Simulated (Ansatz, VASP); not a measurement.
## BN in VASP and in Ansatz

The input INCAR:

```
  ALGO = Normal
  EDIFF = 1E-6
  ENCUT = 600
  GGA = PE
  GGA_COMPAT = False
  ISIF = 2
  ISMEAR = 0
  IVDW = 12
  LASPH = True
  LCHARG = True
  LELF = True
  LREAL = False
  LVHAR = True
  LWAVE = False
  NBANDS = 11
  NELM = 120
  PREC = Accurate
  SIGMA = 0.02
```

Contents of KPOINTS:

```
k-points
0
Gamma
  12 12 12
```

Contents of POSCAR:

```
BN
1.0
    0.0000000000      1.8386207441      1.8386207441
    1.8386207441      0.0000000000      1.8386207441
    1.8386207441      1.8386207441      0.0000000000
B N
1 1
Direct
    0.0000000000      0.0000000000      0.0000000000
    0.2500000000      0.2500000000      0.2500000000
```

Input for Ansatz:

```yaml
crystal:
  lattice:
    - [0.0, 1.8386207441, 1.8386207441]
    - [1.8386207441, 0.0, 1.8386207441]
    - [1.8386207441, 1.8386207441, 0.0]
  atoms:
    - { symbol: B, position: [0.0, 0.0, 0.0] }
    - { symbol: "N", position: [0.25, 0.25, 0.25] }
basis:
  ecutwfc: 420
kpoints:
  mp_grid: { grid: [12, 12, 12] }
hamiltonian:
  xc: pbe
  dispersion: d3bj
scf:
  occupations: { method: gaussian, width: 0.02 }
output:
  forces: true
  stress: true
  eigenvalues: true
  write_density: true
  write_potential: true
  elf: true
  volumetric_format: npy
```

Alike in both runs: task single point; functional PBE; dispersion D3(BJ); k mesh 12 × 12 × 12; occupations gaussian, width 0.02 eV; no spin polarisation.

|  | VASP | Ansatz |
| --- | --- | --- |
| version | VASP 6.6.1 | Ansatz 0.2.0 |
| potentials or method | VASP PAW PBE potentials, release 64 (B, N), cutoff 600 eV | scalar-relativistic, plane waves, PAW |
| valence electrons in the cell | 8 | 8 |

```csv
,VASP,Ansatz,Ansatz less VASP
gap on the k mesh at the Fermi level (eV),4.40,4.41,+0.011
least direct gap on the mesh (eV),8.58,8.59,+0.010
pressure (GPa),-20.1,-19.9,+0.15
```
